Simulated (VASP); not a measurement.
Wanted: the native input for a VASP 6.6.1 run.

- Task: single point
- Functional: PBE
- Potentials or basis: VASP PAW PBE potentials, release 64 (Al, N)
- Cutoff: 520 eV
- k mesh: 10 × 10 × 10
- Occupations: gaussian, width 0.05 eV
- Spin: no spin polarisation
- Dipole correction: no
- Further INCAR settings: ALGO = Normal; EDIFF = 1e-07; NBANDS = 11

The structure of AlN lies in POSCAR:

```
AlN
1.0
    0.0000000000      2.1839935596      1.9655942036
    2.1839935596      0.0000000000      1.9655942036
    2.1839935596      2.1839935596      0.0000000000
Al N
1 1
Direct
    0.0000000000      0.0000000000      0.0000000000
    0.7500000000      0.7500000000      0.7500000000
```

This cell differs from its parent crystal: strain -0.1000 x Voigt [0, 0, 1, 0, 0, 0].

The input as run:

INCAR

```
PREC = Accurate
ENCUT = 520
EDIFF = 1E-7
ISMEAR = 0
SIGMA = 0.05
LREAL = F
LASPH = T
NELM = 60
ALGO = Normal
ISIF = 2
LWAVE = F
LCHARG = F
GGA = PE
NBANDS = 11
```

KPOINTS

```
regular mesh
0
Gamma
  10 10 10
```

Potentials or basis: VASP PAW PBE potentials, release 64 (Al, N).

Command:

```sh
$ cat potpaw_PBE.64/Al/POTCAR potpaw_PBE.64/N/POTCAR > POTCAR
$ mpirun -np 1 vasp_std > vasp.out
```

Results of the run:

| Quantity | Value |
| --- | --- |
| Pressure | 30.6 GPa |
| Band gap on the k mesh | 2.86 eV, indirect (least direct gap 4.87 eV) |

Caveat: the cell differs from its parent crystal (strain -0.1000 x Voigt [0, 0, 1, 0, 0, 0]).

Wall time 13 s on 1 thread of AMD EPYC 9R45 96-Core Processor (Zen 5), with other jobs on the host, peak memory 0.11 GiB.
